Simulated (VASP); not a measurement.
# HfN (P6_3/mmc) in VASP: vibrations by perturbation theory with LDA

Aim: the vibrations by perturbation theory of HfN with LDA.

Everything below comes from runs of VASP 6.6.1. Logs are shortened: lines on timing, memory, paths and dates and some standing lists are left out, and cuts for length are marked.

### 1 The cell of the first run

Symmetry: P6_3/mmc, No. 194, hexagonal system. The conventional cell has a = 3.134 Å, b = 3.134 Å, c = 5.417 Å, α = 90.00°, β = 90.00°, γ = 120.00°. Hf (site symmetry -6m2) has 6 N at 2.26 Å within 3.0 Å. N (site symmetry -3m) has 6 Hf at 2.26 Å and 2 N at 2.71 Å within 3.0 Å.

### 2 Vibrations by perturbation theory, LDA

Contents of INCAR:

```
SYSTEM = HfN
  ALGO = Normal
  EDIFF = 1E-8
  ENCUT = 600
  GGA_COMPAT = .FALSE.
  IBRION = 8
  ISIF = 2
  ISMEAR = -1
  LASPH = .TRUE.
  LCHARG = .FALSE.
  LREAL = .FALSE.
  LWAVE = .FALSE.
  NBANDS = 23
  NELM = 120
  NSW = 1
  PREC = Accurate
  SIGMA = 0.1
```

Contents of KPOINTS:

```
k-points
0
G
  12 12 6
  0 0 0
```

Contents of POSCAR:

```
HfN
1.0
    3.1339080200      0.0000000000      0.0000000000
   -1.5669540100      2.7140439600      0.0000000000
    0.0000000000      0.0000000000      5.4167677200
Hf N
2 2
Direct
    0.6666666700      0.3333333300      0.7500000000
    0.3333333300      0.6666666700      0.2500000000
    0.0000000000      0.0000000000      0.0000000000
    0.0000000000      0.0000000000      0.5000000000
```

Potentials or basis: VASP PAW LDA potentials, release 64 (Hf_pv, N).

Started as:

```bash
$ cat potpaw_LDA.64/Hf_pv/POTCAR potpaw_LDA.64/N/POTCAR > POTCAR
$ mpirun -np 1 vasp_std > vasp.out
```

OUTCAR:

```text
SYSTEM = HfN
   EDIFF = 1E-8
   ENCUT = 600
   IBRION = 8
   ISIF = 2
   ISMEAR = -1
   LASPH = .TRUE.
   LREAL = .FALSE.
   NELM = 120
   NSW = 1
   PREC = Accurate

 ion  position               nearest neighbor table
   1  0.667  0.333  0.750-   3 2.26   4 2.26   3 2.26   4 2.26   3 2.26   4 2.26   2 3.26   2 3.26
                             2 3.26   2 3.26   2 3.26   2 3.26
   2  0.333  0.667  0.250-   3 2.26   4 2.26   3 2.26   4 2.26   3 2.26   4 2.26   1 3.26   1 3.26
                             1 3.26   1 3.26   1 3.26   1 3.26
   3  0.000  0.000  0.000-   1 2.26   2 2.26   1 2.26   2 2.26   1 2.26   2 2.26
   4  0.000  0.000  0.500-   1 2.26   2 2.26   1 2.26   2 2.26   1 2.26   2 2.26

  LATTYP: Found a hexagonal cell.
 ALAT       =     3.1339080200
 C/A-ratio  =     1.7284386413

  Lattice vectors:

 A1 = (   3.1339080200,   0.0000000000,   0.0000000000)
 A2 = (  -1.5669540100,   2.7140439600,   0.0000000000)
 A3 = (   0.0000000000,   0.0000000000,   5.4167677200)

Analysis of symmetry for initial positions (statically):
=====================================================================
 Subroutine PRICEL returns:
 Original cell was already a primitive cell.

 Routine SETGRP: Setting up the symmetry group for a
 hexagonal supercell.

 Subroutine GETGRP returns: Found 24 space group operations
 (whereof 12 operations were pure point group operations)
 out of a pool of 24 trial point group operations.

The static configuration has the point symmetry D_3d.
 The point group associated with its full space group is D_6h.

Analysis of symmetry for dynamics (positions and initial velocities):
=====================================================================
 Subroutine PRICEL returns:
 Original cell was already a primitive cell.

 Routine SETGRP: Setting up the symmetry group for a
 hexagonal supercell.

 Subroutine GETGRP returns: Found 24 space group operations
 (whereof 12 operations were pure point group operations)
 out of a pool of 24 trial point group operations.

The dynamic configuration has the point symmetry D_3d.
 The point group associated with its full space group is D_6h.

 Subroutine INISYM returns: Found 24 space group operations
 (whereof 12 operations are pure point group operations),
 and found     1 'primitive' translations

----------------------------------------------------------------------------------------

                                     Primitive cell

  volume of cell :      46.0727

  direct lattice vectors                    reciprocal lattice vectors
     3.133908020  0.000000000  0.000000000     0.319090412  0.184226935  0.000000000
    -1.566954010  2.714043960  0.000000000     0.000000000  0.368453870  0.000000000
     0.000000000  0.000000000  5.416767720     0.000000000  0.000000000  0.184611940

  length of vectors
     3.133908020  3.133908021  5.416767720     0.368453870  0.368453870  0.184611940

  position of ions in fractional coordinates (direct lattice)
     0.666666670  0.333333330  0.750000000
     0.333333330  0.666666670  0.250000000
     0.000000000  0.000000000  0.000000000
     0.000000000  0.000000000  0.500000000

  ion indices of the primitive-cell ions
   primitive index   ion index
                 1           1
                 2           2
[... 125 lines left out ...]

 val. band max:        7.6978546943   @ k =   0.0833   0.0833   0.3333
 cond. band min:       7.7579333182   @ k =   0.1667   0.0833   0.5000
 fundamental gap:      0.0600786238
 Fermi energy:         7.7052917507

 k-point     1 :       0.0000    0.0000    0.0000
  band No.  band energies     occupation
      1     -23.7706      2.00000
      2     -22.8905      2.00000
      3     -22.7894      2.00000
      4     -22.7894      2.00000
      5     -22.7271      2.00000
      6     -22.7271      2.00000
[... 613 lines left out ...]
     22      13.3733      0.00000
     23      13.6029      0.00000

 [... further k-points ...]

------------------------ aborting loop because EDIFF is reached ----------------------------------------

  FORCE on cell =-STRESS in cart. coord.  units (eV):
  Direction    XX          YY          ZZ          XY          YZ          ZX
  --------------------------------------------------------------------------------------
  -------------------------------------------------------------------------------------
  Total       -2.8245376     -2.8245376     -3.0045142      0.0000000      0.0000000      0.0000000
  in kB      -98.2233207    -98.2233208   -104.4820067      0.0000000      0.0000000      0.0000000
  external PRESSURE =    -100.3095494 kB  Pullay stress =       0.0000000 kB

 VOLUME and BASIS-vectors are now :
 -----------------------------------------------------------------------------
  energy-cutoff  :      600.00
  volume of cell :       46.07
      direct lattice vectors                 reciprocal lattice vectors
     3.133908020  0.000000000  0.000000000     0.319090412  0.184226935  0.000000000
    -1.566954010  2.714043960  0.000000000     0.000000000  0.368453870  0.000000000
     0.000000000  0.000000000  5.416767720     0.000000000  0.000000000  0.184611940

 POSITION                                       TOTAL-FORCE (eV/Angst)
 -----------------------------------------------------------------------------------
      1.56695      0.90468      4.06258         0.000000      0.000000      0.000000
     -0.00000      1.80936      1.35419        -0.000000     -0.000000      0.000000
      0.00000      0.00000      0.00000         0.000000      0.000000      0.000000
      0.00000      0.00000      2.70838         0.000000      0.000000      0.000000
 -----------------------------------------------------------------------------------
    total drift:                               -0.000004      0.000002     -0.000000

  FREE ENERGIE OF THE ION-ELECTRON SYSTEM (eV)
  ---------------------------------------------------
  free  energy   TOTEN  =       -47.5728978729 eV

  energy  without entropy=      -47.5427262846  energy(sigma->0) =      -47.55781208

[... ionic steps 2 to 9 ...]

--------------------------------------- Ionic step       10  -------------------------------------------

------------------------ aborting loop because EDIFF is reached ----------------------------------------

[... ionic steps 11 to 11 ...]

--------------------------------------- Ionic step       12  -------------------------------------------

 Free energy of the ion-electron system (eV)
  ---------------------------------------------------
  ---------------------------------------------------
  free energy    TOTEN  =        -0.24855019 eV

  energy without entropy =       -0.24855019

------------------------ aborting loop because EDIFF is reached ----------------------------------------

 INTERNAL STRAIN TENSOR  FOR ION    3  DIRECTION 3   (eV/Angst):
 -----------------------------------------------------------------------------
    -0.00051  0.00000  0.00000
     0.00000 -0.00051  0.00000
    -0.00000  0.00000  0.00742

 INTERNAL STRAIN TENSOR FOR ION    4 for displacements in x,y,z  (eV/Angst):
          X           Y           Z          XY          YZ          ZX
  --------------------------------------------------------------------------------
  x     0.00000     0.00000     0.00000     0.00000     0.00000     0.00000
  y     0.00000     0.00000     0.00000     0.00000     0.00000     0.00000
  z     0.00000     0.00000     0.00000     0.00000     0.00000     0.00000

 SECOND DERIVATIVES (NOT SYMMETRIZED)
 ------------------------------------
               1X          1Y          1Z          2X          2Y          2Z          3X          3Y          3Z          4X          4Y          4Z
  1X   -10.303652    0.000000    0.000000    0.893904   -0.000000    0.000000    4.704874    0.000000    0.000000    4.704874    0.000000    0.000000
  1Y     0.000000  -10.303652    0.000000    0.000000    0.893904    0.000000    0.000000    4.704874    0.000000    0.000000    4.704874   -0.000000
  1Z     0.000000    0.000000  -13.825482    0.000000    0.000000    4.365430    0.000000   -0.000000    4.730026    0.000000    0.000000    4.730026
  2X     0.893904   -0.000000    0.000000  -10.303652    0.000000    0.000000    4.704874    0.000000    0.000000    4.704874    0.000000    0.000000
  2Y     0.000000    0.893904    0.000000    0.000000  -10.303652    0.000000    0.000000    4.704874    0.000000    0.000000    4.704874   -0.000000
  2Z     0.000000    0.000000    4.365430    0.000000    0.000000  -13.825482    0.000000   -0.000000    4.730026    0.000000    0.000000    4.730026
  3X     4.704605    0.000000    0.000000    4.704605    0.000000    0.000000  -10.969075    0.000000    0.000000    1.559864    0.000000    0.000000
  3Y     0.000000    4.704605    0.000000    0.000000    4.704605    0.000000    0.000000  -10.969075    0.000000    0.000000    1.559864    0.000000
  3Z    -0.000000    0.000000    4.729539    0.000000    0.000000    4.729539   -0.000000    0.000000  -15.509456    0.000000    0.000000    6.050378
  4X     4.704605    0.000000    0.000000    4.704605    0.000000    0.000000    1.559864    0.000000    0.000000  -10.969075    0.000000    0.000000
  4Y     0.000000    4.704605    0.000000    0.000000    4.704605    0.000000    0.000000    1.559864    0.000000    0.000000  -10.969075    0.000000
  4Z    -0.000000    0.000000    4.729539    0.000000   -0.000000    4.729539    0.000000   -0.000000    6.050378    0.000000    0.000000  -15.509456

 Eigenvectors and eigenvalues of the dynamical matrix
 ----------------------------------------------------

   1 f  =   19.399651 THz   121.891599 2PiTHz  647.102687 cm-1    80.230472 meV
             X         Y         Z           dx          dy          dz
      1.566954  0.904681  4.062576    -0.000000    0.000000   -0.000000
     -0.000000  1.809363  1.354192    -0.000000    0.000000   -0.000000
      0.000000  0.000000  0.000000    -0.000000    0.000000   -0.707107
      0.000000  0.000000  2.708384     0.000000   -0.000000    0.707107
[... 71 lines left out ...]
  12 f/i=    0.000179 THz     0.001122 2PiTHz    0.005958 cm-1     0.000739 meV
             X         Y         Z           dx          dy          dz
      1.566954  0.904681  4.062576    -0.000000   -0.000000    0.680903
     -0.000000  1.809363  1.354192    -0.000000   -0.000000    0.680903
      0.000000  0.000000  0.000000    -0.000000   -0.000000    0.190713
      0.000000  0.000000  2.708384    -0.000000   -0.000000    0.190713

--------------------------------------------------------------------------------------------------------

 ELASTIC MODULI CONTR FROM IONIC RELAXATION (kBar)
 Direction    XX          YY          ZZ          XY          YZ          ZX
 --------------------------------------------------------------------------------
 XX         -32.7354     32.7354      0.0000      0.0000      0.0000     -0.0000
 YY          32.7354    -32.7354     -0.0000     -0.0000     -0.0000      0.0000
 ZZ           0.0000     -0.0000     -0.0000      0.0000      0.0000     -0.0000
 XY           0.0000     -0.0000      0.0000    -32.7354     -0.0000      0.0000
 YZ           0.0000     -0.0000      0.0000     -0.0000     -0.0000      0.0000
 ZX          -0.0000      0.0000     -0.0000      0.0000      0.0000     -0.0000
 --------------------------------------------------------------------------------
```

Wall time 32 min (1 thread of Intel Xeon Platinum 8488C (Sapphire Rapids), shared host); peak memory 0.79 GiB.

What came out:

* Highest phonon frequency at Γ: 647 cm⁻¹

Phonon frequencies in cm⁻¹ (negative: imaginary):
| q point | frequencies |
| --- | --- |
| (0.000, 0.000, 0.000) | 0 0 0 131 131 166 444 444 445 493 493 647 |

Caveat: the cell stands under pressure or tension, which shifts response properties; spin-orbit coupling is left out, which moves the levels of the heavy elements.
